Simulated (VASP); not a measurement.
Here is a VASP 6.6.1 calculation.

The input INCAR:

```
ALGO = Normal ; EDIFF = 1E-6
ENCUT = 520 ; GGA = PE
ISIF = 2 ; ISMEAR = -1
LASPH = True ; LCHARG = False
LREAL = False ; LWAVE = False
NBANDS = 11 ; NELM = 100
PREC = Accurate ; SIGMA = 0.05
```

The input KPOINTS:

```
k-points
0
Gamma
  13 13 13
```

The input POSCAR:

```
Si
1.0
    0.0000000000      2.7349159646      2.7349159646
    2.7349159646      0.0000000000      2.7349159646
    2.7349159646      2.7349159646      0.0000000000
Si
2
Direct
    0.0000000000      0.0000000000      0.0000000000
    0.2500000000      0.2500000000      0.2500000000
```

Potentials or basis: VASP PAW PBE potentials, release 64 (Si).

Command:

```sh
$ cat potpaw_PBE.64/Si/POTCAR > POTCAR
$ mpirun -np 1 vasp_std > vasp.out
```

Problem. What does it give for the pressure?

Solution. -0.1 GPa.

Problem. What does it give for the band gap on the k mesh?

Solution. 0.64 eV, indirect (least direct gap 2.56 eV).

A k mesh can miss the band edges. As with any semilocal functional, this PBE gap is likely too small.
